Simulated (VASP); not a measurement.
MgO (Periclase):

```
Mg O
1.0
     0.00000    2.14340    2.14340
     2.14340    0.00000    2.14340
     2.14340    2.14340    0.00000
Mg O
1 1
Direct
  0.00000 0.00000 0.00000
  0.50000 0.50000 0.50000
```

This cell differs from its parent crystal: volume scaled by 1.06.

Base run:

| Quantity | Value |
| --- | --- |
| Program | VASP 6.6.1 |
| Functional | r2SCAN |
| Potentials or basis | VASP PAW PBE potentials, release 64 (Mg_sv, O) |
| Cutoff | 660 eV |
| k mesh | 10 × 10 × 10 |
| Occupations | gaussian, width 0.02 eV |
| Spin | no spin polarisation |

Its results: band gap on the k mesh 5.14 eV, direct; pressure -8.8 GPa.

Question: The run is repeated on the same cell with these changes: potentials or basis from VASP PAW PBE potentials, release 64 (Mg_sv, O) to VASP PAW PBE potentials, release 64 (Mg, O); cutoff from 660 eV to 520 eV; further incar settings from ALGO = Normal; EDIFF = 1e-06; NBANDS = 15 to ALGO = Normal; EDIFF = 1e-07; NBANDS = 11; valence electrons from 16 to 8. What comes out?

Answer: Band gap on the k mesh 5.09 eV, direct; pressure -9.7 GPa.

Caveats: the PAW data sets were made with another functional, which shifts forces and pressure a little.

